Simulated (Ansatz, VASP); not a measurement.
# Two plane-wave programs on Au2S3

```
S Au
1.0
     3.66971    0.00000    0.00000
    -1.83486    3.17807    0.00000
     0.00000    0.00000    8.00675
S Au
3 2
Direct
  0.00000 0.00000 0.00000
  0.33333 0.66667 0.34891
  0.66667 0.33333 0.65109
  0.66667 0.33333 0.19406
  0.33333 0.66667 0.80594
```

Alike in both runs: functional PBE; dispersion D3(BJ); k mesh 6 × 6 × 2; occupations gaussian, width 0.1 eV; no spin polarisation.

Ansatz relaxed the structure, and its values are those at the end. VASP's run is a single point on that final structure, the one shown.

|  | VASP | Ansatz |
| --- | --- | --- |
| version | VASP 6.6.1 | Ansatz 0.2.0 |
| potentials or method | VASP PAW PBE potentials, release 64 (S, Au), cutoff 520 eV | scalar-relativistic, plane waves, PAW |
| valence electrons in the cell | 40 | 56 |

```tsv
	VASP	Ansatz	Ansatz less VASP
gap on the k mesh at the Fermi level (eV)	none	none	-
pressure (GPa)	-0.2	0.1	+0.31
rms of the force components (eV/Å)	0.005	0.011	+0.0052
```

A gap of «none» marks a metal or a gap that the smearing closes. VASP's potentials hold 40 valence electrons a cell and Ansatz's 56, so a difference there can come from the potentials and not from the codes.

The k mesh is coarse, so the values compare programs but aren't converged. Spin-orbit coupling is off throughout.
